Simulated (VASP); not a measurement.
**ZnS: single point with PBE**

ZnS:

```
Zn S
1.0
     3.76740    0.00000    0.00000
    -1.88370    3.26266    0.00000
     0.00000    0.00000    6.28311
Zn S
2 2
Direct
  0.33333 0.66667 0.00195
  0.66667 0.33333 0.50195
  0.33333 0.66667 0.37305
  0.66667 0.33333 0.87305
```

This cell differs from its parent crystal: epitaxial xy strain -1.0%.

```json
{"Program": "VASP 6.6.1", "Task": "single point", "Functional": "PBE", "Potentials or basis": "VASP PAW PBE potentials, release 64 (Zn, S)", "Cutoff": "520 eV", "k mesh": "12 × 12 × 4", "Occupations": "fermi-dirac, width 0.02 eV", "Spin": "no spin polarisation"}
```

```yaml
Pressure: 3.5 GPa
Largest_force: 0.003 eV/Å
Band_gap_on_the_k_mesh: 2.23 eV, direct
```

Forces in eV/Å, atoms in the order of the input:
```
Zn   0.000  0.000  0.003
Zn   0.000  0.000  0.003
S    0.000  0.000 -0.003
S    0.000  0.000 -0.003
```

Stress tensor (GPa, compression positive):
```
4.03 0.00 0.00
0.00 4.03 0.00
0.00 0.00 2.48
```

Levels at points of the mesh, in eV from the valence-band top:
```tsv
k point	band 15	band 16	band 17	band 18	band 19	band 20	band 21	band 22
(0.00, 0.00, 0.00)	-0.89	-0.17	0.00	0.00	2.23	3.26	6.35	6.35
(0.50, 0.00, 0.00)	-3.40	-2.27	-1.80	-0.92	3.71	4.24	4.99	6.86
(0.00, 0.00, 0.50)	-0.47	-0.47	-0.47	-0.47	3.67	3.67	6.76	6.76
(0.50, 0.00, 0.50)	-1.77	-1.77	-1.64	-1.64	3.48	3.48	5.19	5.19
```

Run time: 39 s on 1 thread of Intel(R) Xeon(R) 6975P-C (Granite Rapids) (shared host), peak memory 0.24 GiB.

Caveat: the cell differs from its parent crystal (epitaxial xy strain -1.0%). A k mesh can miss the band edges.
